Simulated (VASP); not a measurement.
# Bi (Im-3m) in VASP: notebook

Bi is run at these levels: r2SCAN; tasks: relaxation of cell and atoms, single point.

Everything below comes from runs of VASP 6.6.1. Logs are shortened: lines on timing, memory, paths and dates and some standing lists are left out, and cuts for length are marked.

### Step 1. The cell of the first run

Symmetry: Im-3m, No. 229, cubic system. The conventional cell has a = 3.791 Å, b = 3.791 Å, c = 3.791 Å, α = 90.00°, β = 90.00°, γ = 90.00°. Within 4.3 Å of Bi (site symmetry m-3m) lie 14 Bi at 3.28 to 3.79 Å.

### Step 2. Relaxation of cell and atoms, r2SCAN, target pressure 10.1 GPa, at which the enthalpy is minimised

Contents of POSCAR:

```
Bi
1.0
   -1.8956252222      1.8956252222      1.8956252222
    1.8956252222     -1.8956252222      1.8956252222
    1.8956252222      1.8956252222     -1.8956252222
Bi
1
Direct
    0.0000000000      0.0000000000      0.0000000000
```

Contents of INCAR.step1:

```
SYSTEM = Bi
  ALGO = Normal
  EDIFF = 1E-4
  ENCUT = 600
  GGA = PE
  ISMEAR = 0
  LASPH = .TRUE.
  LCHARG = .FALSE.
  LREAL = .FALSE.
  LWAVE = .TRUE.
  NELM = 100
  PREC = Accurate
  SIGMA = 0.1
```

Contents of INCAR.step2:

```
SYSTEM = Bi
  ALGO = Normal
  EDIFF = 1E-6
  EDIFFG = -0.002
  ENCUT = 600
  IBRION = 2
  ISIF = 3
  ISMEAR = 0
  ISTART = 1
  LASPH = .TRUE.
  LCHARG = .FALSE.
  LMIXTAU = .TRUE.
  LREAL = .FALSE.
  LWAVE = .FALSE.
  METAGGA = R2SCAN
  NELM = 100
  NSW = 100
  PREC = Accurate
  PSTRESS = 101.0
  SIGMA = 0.1
```

Contents of KPOINTS:

```
k-points
0
G
  16 16 16
  0 0 0
```

Potentials or basis: VASP PAW PBE potentials, release 64 (Bi_d).

Run with:

```
$ cat potpaw_PBE.64/Bi_d/POTCAR > POTCAR
$ cp INCAR.step1 INCAR
$ mpirun -np 1 vasp_std > vasp.out
$ cp INCAR.step2 INCAR
$ mpirun -np 1 vasp_std > vasp.out
```

OUTCAR:

```text
SYSTEM = Bi
   EDIFF = 1E-6
   EDIFFG = -0.002
   ENCUT = 600
   IBRION = 2
   ISIF = 3
   ISMEAR = 0
   ISTART = 1
   LASPH = .TRUE.
   LREAL = .FALSE.
   METAGGA = R2SCAN
   NELM = 100
   NSW = 100
   PREC = Accurate
   PSTRESS = 101.0

 ion  position               nearest neighbor table
   1  0.000  0.000  0.000-

  LATTYP: Found a body centered cubic cell.
 ALAT       =     3.7912504444

  Lattice vectors:

 A1 = (  -1.8956252222,   1.8956252222,   1.8956252222)
 A2 = (   1.8956252222,  -1.8956252222,   1.8956252222)
 A3 = (   1.8956252222,   1.8956252222,  -1.8956252222)

Analysis of symmetry for initial positions (statically):
=====================================================================
 Subroutine PRICEL returns:
 Original cell was already a primitive cell.

 Routine SETGRP: Setting up the symmetry group for a
 body centered cubic supercell.

 Subroutine GETGRP returns: Found 48 space group operations
 (whereof 48 operations were pure point group operations)
 out of a pool of 48 trial point group operations.

The static configuration has the point symmetry O_h .

Analysis of symmetry for dynamics (positions and initial velocities):
=====================================================================
 Subroutine PRICEL returns:
 Original cell was already a primitive cell.

 Routine SETGRP: Setting up the symmetry group for a
 body centered cubic supercell.

 Subroutine GETGRP returns: Found 48 space group operations
 (whereof 48 operations were pure point group operations)
 out of a pool of 48 trial point group operations.

The dynamic configuration has the point symmetry O_h .

 Subroutine INISYM returns: Found 48 space group operations
 (whereof 48 operations are pure point group operations),
 and found     1 'primitive' translations

----------------------------------------------------------------------------------------

                                     Primitive cell

  volume of cell :      27.2469

  direct lattice vectors                    reciprocal lattice vectors
    -1.895625222  1.895625222  1.895625222     0.000000000  0.263765218  0.263765218
     1.895625222 -1.895625222  1.895625222     0.263765218  0.000000000  0.263765218
     1.895625222  1.895625222 -1.895625222     0.263765218  0.263765218  0.000000000

  length of vectors
     3.283319197  3.283319197  3.283319197     0.373020349  0.373020349  0.373020349

  position of ions in fractional coordinates (direct lattice)
     0.000000000  0.000000000  0.000000000

  ion indices of the primitive-cell ions
   primitive index   ion index
                 1           1

----------------------------------------------------------------------------------------

 KPOINTS: k-points

Automatic generation of k-mesh.
 Grid dimensions read from file:
 generate k-points for:   16   16   16

 Generating k-lattice:

  Cartesian coordinates                     Fractional coordinates (reciprocal lattice)
     0.000000000  0.016485326  0.016485326     0.062500000  0.000000000  0.000000000
     0.016485326  0.000000000  0.016485326     0.000000000  0.062500000  0.000000000
     0.016485326  0.016485326  0.000000000     0.000000000  0.000000000  0.062500000

  Length of vectors
     0.023313772  0.023313772  0.023313772

  Shift w.r.t. Gamma in fractional coordinates (k-lattice)
     0.000000000  0.000000000  0.000000000

 Subroutine IBZKPT returns following result:
 ===========================================

 Found    145 irreducible k-points:

 Following reciprocal coordinates:
            Coordinates               Weight
  0.000000  0.000000  0.000000      1.000000
  0.062500  0.000000  0.000000     12.000000
  0.125000  0.000000  0.000000     12.000000
  0.187500  0.000000  0.000000     12.000000
  0.250000  0.000000  0.000000     12.000000
  0.312500  0.000000  0.000000     12.000000
[... 16 lines left out ...]
  0.187500  0.187500  0.000000     24.000000
  0.250000  0.187500  0.000000     48.000000
 [... further k-points ...]
   k-points           NKPTS =    145   k-points in BZ     NKDIM =    145   number of bands    NBANDS=     11
   number of dos      NEDOS =    301   number of ions     NIONS =      1
   total plane-waves  NPLWV =  21952
   dimension x,y,z NGX =    28 NGY =   28 NGZ =   28
   dimension x,y,z NGXF=    56 NGYF=   56 NGZF=   56
   ions per type =               1
   NGX,Y,Z   is equivalent  to a cutoff of  14.18, 14.18, 14.18 a.u.
   NGXF,Y,Z  is equivalent  to a cutoff of  28.35, 28.35, 28.35 a.u.
 SYSTEM =  Bi
   PREC   = accura    normal or accurate (medium, high low for compatibility)
   ISTART =      1    job   : 0-new  1-cont  2-samecut
   ICHARG =      0    charge: 1-file 2-atom 10-const
   ISPIN  =      1    spin polarized calculation?
   LNONCOLLINEAR =      F non collinear calculations
   LSORBIT =      F    spin-orbit coupling
   LASPH  =      T    aspherical Exc in radial PAW
   ENCUT  =  600.0 eV  44.10 Ry    6.64 a.u.   6.56  6.56  6.56*2*pi/ulx,y,z
   NELM   =    100;   NELMIN=  2; NELMDL=  0     # of ELM steps
   EDIFF  = 0.1E-05   stopping-criterion for ELM
   LREAL  =      F    real-space projection
   EDIFFG = -.2E-02   stopping-criterion for IOM
   NSW    =    100    number of steps for IOM
   IBRION =      2    ionic relax: 0-MD 1-quasi-New 2-CG
   NFREE  =      1    steps in history (QN), initial steepest desc. (CG)
   ISIF   =      3    stress and relaxation
   ISYM   =      2    0-nonsym 1-usesym 2-fastsym
   POTIM  = 0.5000    time-step for ionic-motion
   TEBEG  =    0.0;   TEEND  =   0.0 temperature during run
   PSTRESS=  101.0 pullay stress
   NELECT =      15.0000    total number of electrons
   NUPDOWN=      -1.0000    fix difference up-down
   EMIN   =  10.00;   EMAX   =-10.00  energy-range for DOS
   EFERMI =   0.00;   METHOD = LEGACY
   ISMEAR =     0;   SIGMA  =   0.10  broadening in eV -4-tet -1-fermi 0-gaus
   EFERMI_NEDOS =   21; number of points for ismear=-14 and -15
   IALGO  =     38    algorithm
   IMIX   =      4    mixing-type and parameters
     AMIX     =   0.40;   BMIX     =  1.00
     AMIX_MAG =   1.60;   BMIX_MAG =  1.00
  volume/ion in A,a.u.               =      27.25       183.87
  Fermi-wavevector in a.u.,A,eV,Ry     =   1.341733  2.535508 24.493854  1.800248
  Thomas-Fermi vector in A             =   2.469943
   LORBIT       =      0    0 simple, 1 ext, 2 COOP (PROOUT), +10 PAW based schemes
   METAGGA = R2SCAN    functional components
   LHFCALC =     F    Hartree Fock is set to
   AEXX    =    0.0000 exact exchange contribution
   IVDW    =     0    specifies the selected vdW correction
   LEPSILON=     F    determine dielectric tensor
   LRPA    =     F    only Hartree local field effects (RPA)
 conjugate gradient relaxation of ions
 non-spin polarized calculation
 Gauss-broadening in eV      SIGMA  =   0.10
  energy-cutoff  :      600.00
  volume of cell :       27.25
 maximum number of plane-waves:       941
 NGX is ok and might be reduce to    28
   NGX = 13   NGY = 13   NGZ = 13

--------------------------------------- Ionic step        1  -------------------------------------------

 number of electron      14.9999997 magnetization

 Free energy of the ion-electron system (eV)
  ---------------------------------------------------
  ext. energy  EPLUGINS =         0.00000000
  ---------------------------------------------------
  free energy    TOTEN  =       -58.16376240 eV

  energy without entropy =      -58.16174853  energy(sigma->0) =      -58.16275547

------------------------ aborting loop because EDIFF is reached ----------------------------------------

  FORCE on cell =-STRESS in cart. coord.  units (eV):
  Direction    XX          YY          ZZ          XY          YZ          ZX
  --------------------------------------------------------------------------------------
  -------------------------------------------------------------------------------------
  Total        1.7244148      1.7244148      1.7244148     -0.0000000      0.0000000     -0.0000000
  in kB      101.3992854    101.3992854    101.3992854     -0.0000000      0.0000000     -0.0000000
  external PRESSURE =       0.3992854 kB  Pullay stress =     101.0000000 kB

 VOLUME and BASIS-vectors are now :
 -----------------------------------------------------------------------------
  energy-cutoff  :      600.00
  volume of cell :       27.25
      direct lattice vectors                 reciprocal lattice vectors
    -1.895625222  1.895625222  1.895625222     0.000000000  0.263765218  0.263765218
     1.895625222 -1.895625222  1.895625222     0.263765218  0.000000000  0.263765218
     1.895625222  1.895625222 -1.895625222     0.263765218  0.263765218  0.000000000
[... 192 lines left out ...]
  FREE ENERGIE OF THE ION-ELECTRON SYSTEM (eV)
  ---------------------------------------------------
  free  energy   TOTEN  =       -58.1653474036 eV

  energy  without entropy=      -58.1633336033  energy(sigma->0) =      -58.16434050

  enthalpy is  TOTEN    =       -56.4461398381 eV   P V=        1.7192075655

--------------------------------------- Ionic step        7  -------------------------------------------

 number of electron      14.9999997 magnetization

 Free energy of the ion-electron system (eV)
  ---------------------------------------------------
  ext. energy  EPLUGINS =         0.00000000
  ---------------------------------------------------
  free energy    TOTEN  =       -58.16539994 eV

  energy without entropy =      -58.16338617  energy(sigma->0) =      -58.16439306

 E-fermi :   9.5817     XC(G=0): -11.7961

 val. band max:        9.5593337844   @ k =  -0.2500   0.3750   0.1250
 cond. band min:       9.5874477211   @ k =   0.3125   0.1250   0.0625
 fundamental gap:      0.0281139367
 Fermi energy:         9.5817356833

 k-point     1 :       0.0000    0.0000    0.0000
  band No.  band energies     occupation
      1     -14.2979      2.00000
      2     -14.2979      2.00000
      3     -14.2979      2.00000
      4     -14.0803      2.00000
      5     -14.0803      2.00000
      6      -5.5722      2.00000
      7      16.0177      0.00000
      8      16.0177      0.00000
      9      16.0177      0.00000
     10      20.8613      0.00000
     11      20.8613      0.00000

 k-point     2 :       0.0625    0.0000    0.0000
  band No.  band energies     occupation
      1     -14.3006      2.00000
      2     -14.2937      2.00000
      3     -14.2848      2.00000
      4     -14.0835      2.00000
      5     -14.0808      2.00000
      6      -5.4842      2.00000
      7      15.1198      0.00000
      8      15.7103      0.00000
      9      15.9242      0.00000
     10      20.1624      0.00000
     11      20.5040      0.00000
[... 295 lines left out ...]
 k-point    24 :       0.2500    0.1875    0.0000
  band No.  band energies     occupation
      1     -14.3235      2.00000
      2     -14.2366      2.00000
      3     -14.1150      2.00000
      4     -14.1036      2.00000
      5     -14.0254      2.00000
      6      -2.5206      2.00000
      7       6.2353      2.00000
      8       9.3920      1.99270
      9      13.0598      0.00000
     10      18.7737      0.00000
     11      20.1851      0.00000

 [... further k-points ...]
[... 5 lines left out ...]
  --------------------------------------------------------------------------------------
  -------------------------------------------------------------------------------------
  Total        1.7201155      1.7201155      1.7201155      0.0000000     -0.0000000      0.0000000
  in kB      101.0502424    101.0502424    101.0502424      0.0000000     -0.0000000      0.0000000
  external PRESSURE =       0.0502424 kB  Pullay stress =     101.0000000 kB

 VOLUME and BASIS-vectors are now :
 -----------------------------------------------------------------------------
  energy-cutoff  :      600.00
  volume of cell :       27.27
      direct lattice vectors                 reciprocal lattice vectors
    -1.896226813  1.896226813  1.896226813     0.000000000  0.263681537  0.263681537
     1.896226813 -1.896226813  1.896226813     0.263681537  0.000000000  0.263681537
     1.896226813  1.896226813 -1.896226813     0.263681537  0.263681537  0.000000000

 POSITION                                       TOTAL-FORCE (eV/Angst)
 -----------------------------------------------------------------------------------
      0.00000      0.00000      0.00000         0.000000     -0.000000      0.000000
 -----------------------------------------------------------------------------------
    total drift:                                0.000000      0.000000      0.000000

  FREE ENERGIE OF THE ION-ELECTRON SYSTEM (eV)
  ---------------------------------------------------
  free  energy   TOTEN  =       -58.1653999446 eV

  energy  without entropy=      -58.1633861696  energy(sigma->0) =      -58.16439306

  enthalpy is  TOTEN    =       -56.4461396543 eV   P V=        1.7192602903

 reached required accuracy - stopping structural energy minimisation
```

It took 7.7 min on 1 thread of AMD EPYC 9R14 (Zen 4), shared host; peak memory 0.17 GiB.

Results:

```yaml
Free_energy: -58.1654 eV
Relaxed_volume: 27.27 Å³/atom
Relaxed_cell: a = 3.284 Å, b = 3.284 Å, c = 3.284 Å, α = 109.47°, β = 109.47°, γ = 109.47°
Space_group_after_relaxing_to_0.05_Å: Im-3m (No. 229)
Energy_change_on_relaxing_the_enthalpy_is_what_falls: -1.6 meV/atom
Ionic_steps: 7
Pressure_after_relaxing: 10.1 GPa
```

Step by step:
```tsv
step	energy change (eV)	largest force (eV/Å)	pressure (GPa)	volume (Å³)
1	0.0000	0.0000	10.14	27.25
2	-0.0017	0.0000	10.04	27.27
3	-0.0007	0.0000	10.13	27.26
4	-0.0010	0.0000	10.12	27.26
5	-0.0015	0.0000	10.12	27.27
6	-0.0016	0.0000	10.13	27.27
7	-0.0016	0.0000	10.11	27.27
```

Final structure:
```
Bi
1.0
    -1.89623    1.89623    1.89623
     1.89623   -1.89623    1.89623
     1.89623    1.89623   -1.89623
Bi
1
Direct
  0.00000 0.00000 0.00000
```

Caveat: the cell is relaxed towards a set pressure, so the enthalpy falls and the energy may rise; the PAW data sets were made with another functional, which shifts forces and pressure a little; spin-orbit coupling is left out, which moves the levels of the heavy elements.

(Continued in part 2 of 3.)
